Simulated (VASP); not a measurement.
# ZrN (Fm-3m) in VASP: further runs

The runs below take ZrN through single point, with r2SCAN.

All numbers are computed with VASP 6.6.1; they aren't measurements. Logs are shortened: lines on timing, memory, paths and dates and some standing lists are left out, and cuts for length are marked.

### Step 1. The cell of the first run

It takes space group Fm-3m (No. 225, cubic). Conventional cell: a = 4.720 Å, b = 4.720 Å, c = 4.720 Å, α = 90.00°, β = 90.00°, γ = 90.00°. Within 3.1 Å of Zr (site symmetry m-3m) lie 6 N at 2.36 Å. N (site symmetry m-3m) has 6 Zr at 2.36 Å within 3.1 Å.

### Step 2. Single point, r2SCAN

POSCAR

```
ZrN
1.0
    0.0000000000      2.3597668064      2.3597668064
    2.3597668064      0.0000000000      2.3597668064
    2.3597668064      2.3597668064      0.0000000000
Zr N
1 1
Direct
    0.5000000000      0.5000000000      0.5000000000
    0.0000000000      0.0000000000      0.0000000000
```

INCAR.step1

```
PREC     = Accurate       # precision mode
ENCUT    = 660            # plane-wave cutoff, eV
ISMEAR   = 1              # smearing method
SIGMA    = 0.15           # smearing width, eV
LREAL    = F              # projectors in reciprocal space
LASPH    = T              # aspherical terms in the spheres
NELM     = 120            # most SCF steps
NBANDS   = 16             # bands
GGA      = PE             # functional
ALGO     = Normal         # electronic algorithm
EDIFF    = 1E-5           # SCF threshold, eV
LWAVE    = T              # write WAVECAR
LCHARG   = F              # write CHGCAR
GGA_COMPAT= F
```

INCAR.step2

```
PREC     = Accurate       # precision mode
ENCUT    = 660            # plane-wave cutoff, eV
EDIFF    = 1E-6           # SCF threshold, eV
ISMEAR   = 1              # smearing method
SIGMA    = 0.15           # smearing width, eV
LREAL    = F              # projectors in reciprocal space
LASPH    = T              # aspherical terms in the spheres
NELM     = 120            # most SCF steps
ALGO     = Normal         # electronic algorithm
ISIF     = 2              # what is computed and relaxed
LWAVE    = F              # write WAVECAR
LCHARG   = F              # write CHGCAR
METAGGA  = R2SCAN         # meta-GGA
LMIXTAU  = T            
NBANDS   = 16             # bands
ISTART   = 1            
GGA_COMPAT= F
```

KPOINTS

```
regular mesh
0
Gamma
  9 9 9
```

Potentials or basis: VASP PAW PBE potentials, release 64 (Zr_sv, N).

Command:

```console
cat potpaw_PBE.64/Zr_sv/POTCAR potpaw_PBE.64/N/POTCAR > POTCAR
cp INCAR.step1 INCAR
mpirun -np 1 vasp_std > vasp.out
cp INCAR.step2 INCAR
mpirun -np 1 vasp_std > vasp.out
```

OUTCAR:

```text
PREC = Accurate
   ENCUT = 660
   EDIFF = 1E-6
   ISMEAR = 1
   LREAL = F
   LASPH = T
   NELM = 120
   ISIF = 2
   METAGGA = R2SCAN
   ISTART = 1

 ion  position               nearest neighbor table
   1  0.500  0.500  0.500-   2 2.36   2 2.36   2 2.36   2 2.36   2 2.36   2 2.36
   2  0.000  0.000  0.000-   1 2.36   1 2.36   1 2.36   1 2.36   1 2.36   1 2.36

  LATTYP: Found a face centered cubic cell.
 ALAT       =     4.7195336128

  Lattice vectors:

 A1 = (   0.0000000000,   2.3597668064,   2.3597668064)
 A2 = (   2.3597668064,   0.0000000000,   2.3597668064)
 A3 = (   2.3597668064,   2.3597668064,   0.0000000000)

Analysis of symmetry for initial positions (statically):
=====================================================================
 Subroutine PRICEL returns:
 Original cell was already a primitive cell.

 Routine SETGRP: Setting up the symmetry group for a
 face centered cubic supercell.

 Subroutine GETGRP returns: Found 48 space group operations
 (whereof 48 operations were pure point group operations)
 out of a pool of 48 trial point group operations.

The static configuration has the point symmetry O_h .

Analysis of symmetry for dynamics (positions and initial velocities):
=====================================================================
 Subroutine PRICEL returns:
 Original cell was already a primitive cell.

 Routine SETGRP: Setting up the symmetry group for a
 face centered cubic supercell.

 Subroutine GETGRP returns: Found 48 space group operations
 (whereof 48 operations were pure point group operations)
 out of a pool of 48 trial point group operations.

The dynamic configuration has the point symmetry O_h .

 Subroutine INISYM returns: Found 48 space group operations
 (whereof 48 operations are pure point group operations),
 and found     1 'primitive' translations

----------------------------------------------------------------------------------------

                                     Primitive cell

  volume of cell :      26.2807

  direct lattice vectors                    reciprocal lattice vectors
     0.000000000  2.359766806  2.359766806    -0.211885343  0.211885343  0.211885343
     2.359766806  0.000000000  2.359766806     0.211885343 -0.211885343  0.211885343
     2.359766806  2.359766806  0.000000000     0.211885343  0.211885343 -0.211885343

  length of vectors
     3.337214222  3.337214222  3.337214222     0.366996180  0.366996180  0.366996180

  position of ions in fractional coordinates (direct lattice)
     0.500000000  0.500000000  0.500000000
     0.000000000  0.000000000  0.000000000

  ion indices of the primitive-cell ions
   primitive index   ion index
                 1           1
                 2           2

----------------------------------------------------------------------------------------

 KPOINTS: regular mesh

Automatic generation of k-mesh.
 Grid dimensions read from file:
 generate k-points for:    9    9    9

 Generating k-lattice:

  Cartesian coordinates                     Fractional coordinates (reciprocal lattice)
    -0.023542816  0.023542816  0.023542816     0.111111111  0.000000000  0.000000000
     0.023542816 -0.023542816  0.023542816     0.000000000  0.111111111  0.000000000
     0.023542816  0.023542816 -0.023542816     0.000000000  0.000000000  0.111111111

  Length of vectors
     0.040777353  0.040777353  0.040777353

  Shift w.r.t. Gamma in fractional coordinates (k-lattice)
     0.000000000  0.000000000  0.000000000

 Subroutine IBZKPT returns following result:
 ===========================================

 Found     35 irreducible k-points:

 Following reciprocal coordinates:
            Coordinates               Weight
  0.000000  0.000000  0.000000      1.000000
  0.111111  0.000000  0.000000      8.000000
  0.222222  0.000000  0.000000      8.000000
  0.333333  0.000000  0.000000      8.000000
  0.444444  0.000000  0.000000      8.000000
  0.111111  0.111111  0.000000      6.000000
[... 16 lines left out ...]
 -0.333333  0.333333  0.000000     12.000000
  0.444444  0.444444  0.000000      6.000000
 [... further k-points ...]
   k-points           NKPTS =     35   k-points in BZ     NKDIM =     35   number of bands    NBANDS=     16
   number of dos      NEDOS =    301   number of ions     NIONS =      2
   total plane-waves  NPLWV =  21952
   dimension x,y,z NGX =    28 NGY =   28 NGZ =   28
   dimension x,y,z NGXF=    56 NGYF=   56 NGZF=   56
   ions per type =               1   1
   NGX,Y,Z   is equivalent  to a cutoff of  13.95, 13.95, 13.95 a.u.
   NGXF,Y,Z  is equivalent  to a cutoff of  27.90, 27.90, 27.90 a.u.
 SYSTEM =  unknown system
   PREC   = accura    normal or accurate (medium, high low for compatibility)
   ISTART =      1    job   : 0-new  1-cont  2-samecut
   ICHARG =      0    charge: 1-file 2-atom 10-const
   ISPIN  =      1    spin polarized calculation?
   LNONCOLLINEAR =      F non collinear calculations
   LSORBIT =      F    spin-orbit coupling
   LASPH  =      T    aspherical Exc in radial PAW
   ENCUT  =  660.0 eV  48.51 Ry    6.96 a.u.   6.99  6.99  6.99*2*pi/ulx,y,z
   NELM   =    120;   NELMIN=  2; NELMDL=  0     # of ELM steps
   EDIFF  = 0.1E-05   stopping-criterion for ELM
   LREAL  =      F    real-space projection
   EDIFFG = 0.1E-04   stopping-criterion for IOM
   NSW    =      0    number of steps for IOM
   IBRION =     -1    ionic relax: 0-MD 1-quasi-New 2-CG
   NFREE  =      0    steps in history (QN), initial steepest desc. (CG)
   ISIF   =      2    stress and relaxation
   ISYM   =      2    0-nonsym 1-usesym 2-fastsym
   POTIM  = 0.5000    time-step for ionic-motion
   TEBEG  =    0.0;   TEEND  =   0.0 temperature during run
   PSTRESS=    0.0 pullay stress
   NELECT =      17.0000    total number of electrons
   NUPDOWN=      -1.0000    fix difference up-down
   EMIN   =  10.00;   EMAX   =-10.00  energy-range for DOS
   EFERMI =   0.00;   METHOD = LEGACY
   ISMEAR =     1;   SIGMA  =   0.15  broadening in eV -4-tet -1-fermi 0-gaus
   EFERMI_NEDOS =   21; number of points for ismear=-14 and -15
   IALGO  =     38    algorithm
   IMIX   =      4    mixing-type and parameters
     AMIX     =   0.40;   BMIX     =  1.00
     AMIX_MAG =   1.60;   BMIX_MAG =  1.00
  volume/ion in A,a.u.               =      13.14        88.68
  Fermi-wavevector in a.u.,A,eV,Ry     =   1.415833  2.675537 27.274011  2.004583
  Thomas-Fermi vector in A             =   2.537230
   LORBIT       =      0    0 simple, 1 ext, 2 COOP (PROOUT), +10 PAW based schemes
   METAGGA = R2SCAN    functional components
   LHFCALC =     F    Hartree Fock is set to
   AEXX    =    0.0000 exact exchange contribution
   IVDW    =     0    specifies the selected vdW correction
   LEPSILON=     F    determine dielectric tensor
   LRPA    =     F    only Hartree local field effects (RPA)
 non-spin polarized calculation
 Methfessel and Paxton  Order N= 1 SIGMA  =   0.15
  energy-cutoff  :      660.00
  volume of cell :       26.28
 maximum number of plane-waves:      1022
   NGX = 13   NGY = 13   NGZ = 13

 number of electron      16.9999999 magnetization

 Free energy of the ion-electron system (eV)
  ---------------------------------------------------
  ext. energy  EPLUGINS =         0.00000000
  ---------------------------------------------------
  free energy    TOTEN  =       -35.70817227 eV

  energy without entropy =      -35.70420165  energy(sigma->0) =      -35.70684873

 E-fermi :  11.0575     XC(G=0): -12.8056

 val. band max:       11.0421215748   @ k =   0.1111   0.0000   0.0000
 cond. band min:      11.0639220807   @ k =   0.4444   0.2222   0.1111
 fundamental gap:      0.0218005059
 Fermi energy:        11.0575176193

 k-point     1 :       0.0000    0.0000    0.0000
  band No.  band energies     occupation
      1     -40.6398      2.00000
      2     -17.6320      2.00000
      3     -17.6320      2.00000
      4     -17.6319      2.00000
      5      -5.9547      2.00000
      6       8.1952      2.00000
[... 8 lines left out ...]
     15      20.6228      0.00000
     16      32.5434      0.00000

 k-point     2 :       0.1111    0.0000    0.0000
  band No.  band energies     occupation
      1     -40.6284      2.00000
      2     -17.7421      2.00000
      3     -17.6403      2.00000
      4     -17.6403      2.00000
      5      -5.7527      2.00000
      6       7.3107      2.00000
[... 8 lines left out ...]
     15      21.3400      0.00000
     16      30.5517      0.00000

 k-point     3 :       0.2222    0.0000    0.0000
  band No.  band energies     occupation
      1     -40.5994      2.00000
      2     -18.0099      2.00000
      3     -17.6614      2.00000
      4     -17.6614      2.00000
      5      -5.2342      2.00000
      6       5.7490      2.00000
[... 8 lines left out ...]
     15      22.7616      0.00000
     16      28.4025      0.00000

 k-point     4 :       0.3333    0.0000    0.0000
  band No.  band energies     occupation
      1     -40.5661      2.00000
      2     -18.2977      2.00000
      3     -17.6852      2.00000
      4     -17.6852      2.00000
      5      -4.6195      2.00000
      6       4.3775      2.00000
[... 8 lines left out ...]
     15      23.0595      0.00000
     16      25.6034      0.00000
[... 324 lines left out ...]
 k-point    22 :      -0.4444    0.3333    0.0000
  band No.  band energies     occupation
      1     -40.5144      2.00000
      2     -18.2496      2.00000
      3     -18.0267      2.00000
      4     -17.8363      2.00000
      5      -4.9982      2.00000
      6       5.5463      2.00000
[... 8 lines left out ...]
     15      21.5694      0.00000
     16      24.2333      0.00000

 k-point    23 :      -0.3333    0.3333    0.0000
  band No.  band energies     occupation
      1     -40.5175      2.00000
      2     -18.1961      2.00000
      3     -18.1212      2.00000
      4     -17.7867      2.00000
      5      -4.7455      2.00000
      6       4.8607      2.00000
[... 8 lines left out ...]
     15      21.8129      0.00000
     16      22.1632      0.00000

 k-point    24 :       0.4444    0.4444    0.0000
  band No.  band energies     occupation
      1     -40.5139      2.00000
      2     -18.3028      2.00000
      3     -17.8901      2.00000
      4     -17.8901      2.00000
      5      -5.3615      2.00000
      6       5.9408      2.00000
[... 8 lines left out ...]
     15      21.1339      0.00000
     16      26.6140      0.00000

 [... further k-points ...]

------------------------ aborting loop because EDIFF is reached ----------------------------------------

  FORCE on cell =-STRESS in cart. coord.  units (eV):
  Direction    XX          YY          ZZ          XY          YZ          ZX
  --------------------------------------------------------------------------------------
  -------------------------------------------------------------------------------------
  Total       -3.0494369     -3.0494369     -3.0494369      0.0000000     -0.0000000      0.0000000
  in kB     -185.9058147   -185.9058147   -185.9058147      0.0000000     -0.0000000      0.0000000
  external PRESSURE =    -185.9058147 kB  Pullay stress =       0.0000000 kB

 VOLUME and BASIS-vectors are now :
 -----------------------------------------------------------------------------
  energy-cutoff  :      660.00
  volume of cell :       26.28
      direct lattice vectors                 reciprocal lattice vectors
     0.000000000  2.359766806  2.359766806    -0.211885343  0.211885343  0.211885343
     2.359766806  0.000000000  2.359766806     0.211885343 -0.211885343  0.211885343
     2.359766806  2.359766806  0.000000000     0.211885343  0.211885343 -0.211885343

 POSITION                                       TOTAL-FORCE (eV/Angst)
 -----------------------------------------------------------------------------------
      2.35977      2.35977      2.35977         0.000000      0.000000     -0.000000
      0.00000      0.00000      0.00000        -0.000000     -0.000000      0.000000
 -----------------------------------------------------------------------------------
    total drift:                                0.000000      0.000000      0.000000

  FREE ENERGIE OF THE ION-ELECTRON SYSTEM (eV)
  ---------------------------------------------------
  free  energy   TOTEN  =       -35.7081722747 eV

  energy  without entropy=      -35.7042016480  energy(sigma->0) =      -35.70684873
```

Wall time 59 s (1 thread of Intel Xeon Platinum 8488C (Sapphire Rapids), shared host); peak memory 0.17 GiB.

Results:

| Item | Value |
| --- | --- |
| Free energy | -35.7082 eV |
| Pressure | -18.6 GPa |
| Band gap on the k mesh | zero (an odd number of electrons rules out a gap without spin polarisation) |

Caveat: the cell stands under tension; the PAW data sets were made with another functional, which shifts forces and pressure a little.

### Step 3. Single point, r2SCAN

This run uses another cell than the first one, of 13.63 Å³/atom.

POSCAR

```
ZrN
1.0
    0.0000000000      2.3885472869      2.3885472869
    2.3885472869      0.0000000000      2.3885472869
    2.3885472869      2.3885472869      0.0000000000
Zr N
1 1
Direct
    0.5000000000      0.5000000000      0.5000000000
    0.0000000000      0.0000000000      0.0000000000
```

INCAR.step1 is that of step 2.

Edit INCAR.step2 of step 2 so:

```diff
@@ -11,5 +11,7 @@
 LWAVE    = F              # write WAVECAR
-LCHARG   = F              # write CHGCAR
+LCHARG   = T              # write CHGCAR
 METAGGA  = R2SCAN         # meta-GGA
 LMIXTAU  = T            
+LELF     = T              # ELF
+LVHAR    = T            
 NBANDS   = 16             # bands
```

KPOINTS is that of step 2.

Potentials or basis: VASP PAW PBE potentials, release 64 (Zr_sv, N).

Command:

```console
cat potpaw_PBE.64/Zr_sv/POTCAR potpaw_PBE.64/N/POTCAR > POTCAR
cp INCAR.step1 INCAR
mpirun -np 1 vasp_std > vasp.out
cp INCAR.step2 INCAR
mpirun -np 1 vasp_std > vasp.out
```

It took 64 s on 1 thread of Intel Xeon Platinum 8488C (Sapphire Rapids), shared host; peak memory 0.17 GiB.

Results (log left out):

- Free energy: -35.5770 eV
- Pressure: -24.6 GPa
- Band gap on the k mesh: zero (an odd number of electrons rules out a gap without spin polarisation)

Levels at points of the mesh, in eV from the Fermi level:
```
           k point  band 6  band 7  band 8  band 9  band 10  band 11  band 12  band 13
(0.00, 0.00, 0.00)   -2.80   -2.80   -2.80   -0.32    -0.32    -0.32     1.42     1.42
```

Caveat: the cell stands under tension; the PAW data sets were made with another functional, which shifts forces and pressure a little.
